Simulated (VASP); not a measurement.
# BN: vibrations by perturbation theory with PBEsol

Crystal: BN.

```
CELL_PARAMETERS angstrom
0.00000 1.78317 1.78317
1.78317 0.00000 1.78317
1.78317 1.78317 0.00000
ATOMIC_POSITIONS crystal
B 0.00000 0.00000 0.00000
N 0.25000 0.25000 0.25000
```

```yaml
Program: VASP 6.6.1
Task: vibrations by perturbation theory
Functional: PBEsol
Potentials_or_basis: VASP PAW PBE potentials, release 64 (B, N)
Cutoff: 600 eV
k_mesh: 8 × 8 × 8
Occupations: gaussian, width 0.01 eV
Spin: no spin polarisation
Dipole_correction: no
Further_INCAR_settings: ALGO = Normal; EDIFF = 1e-08; NBANDS = 11; IBRION = 8; NSW = 1
```

- Electronic dielectric tensor (diagonal): 4.62
- Born charges (mean of the diagonal): B +1.88; N -1.88 e
- Highest phonon frequency at Γ, LO-TO splitting left out: 1093 cm⁻¹

Phonon frequencies in cm⁻¹ (negative: imaginary):
| q point | frequencies |
| --- | --- |
| (0.000, 0.000, 0.000) | 0 0 0 1093 1093 1093 |

Electronic dielectric tensor:
```
4.62 0.00 0.00
0.00 4.62 0.00
0.00 0.00 4.62
```

Born effective charge tensors (e):
atom 1, B
```
1.88 0.00 0.00
0.00 1.88 0.00
0.00 0.00 1.88
```
atom 2, N
```
-1.88  0.00  0.00
 0.00 -1.88  0.00
 0.00  0.00 -1.88
```

Wall time 38 s on 1 thread of Intel(R) Xeon(R) 6975P-C (Granite Rapids) (shared host), peak memory 0.15 GiB.

Caveat: the k points lie up to 0.38 Å⁻¹ apart; the cell stands under pressure or tension, which shifts response properties.
